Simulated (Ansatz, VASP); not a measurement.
## ZrS2 in VASP and in Ansatz

```
Zr S
1.0
     3.92040    0.00000    0.00000
    -1.96020    3.39517    0.00000
     0.00000    0.00000    6.08400
Zr S
1 2
Direct
  0.00000 0.00000 0.00000
  0.33333 0.66667 0.24920
  0.66667 0.33333 0.75080
```

Alike in both runs: task single point; functional PBE; dispersion D3(BJ); k mesh 12 × 12 × 6; occupations gaussian, width 0.05 eV; no spin polarisation; Hubbard terms Zr d U = 4.0 eV.

|  | VASP | Ansatz |
| --- | --- | --- |
| version | VASP 6.6.1 | Ansatz 0.2.0 |
| potentials or method | VASP PAW PBE potentials, release 64 (Zr_sv, S), cutoff 500 eV | scalar-relativistic, plane waves, PAW |
| valence electrons in the cell | 24 | 24 |

Ansatz gave:

* gap on the k mesh at the Fermi level (eV): 1.63
* pressure (GPa): -9.9
* traceless stress, the component that is largest in VASP (GPa): 0.89
* rms of the force components (eV/Å): 0.640

Problem. Estimate VASP's values.

Solution. gap on the k mesh at the Fermi level (eV): 1.33; pressure (GPa): -10.6; traceless stress, the component that is largest in VASP (GPa): 1.94; rms of the force components (eV/Å): 0.609.

The programs project onto different local orbitals, so the same U acts differently, and such runs can settle in different states. Atom by atom the forces differ by 0.031 eV/Å (rms over components).
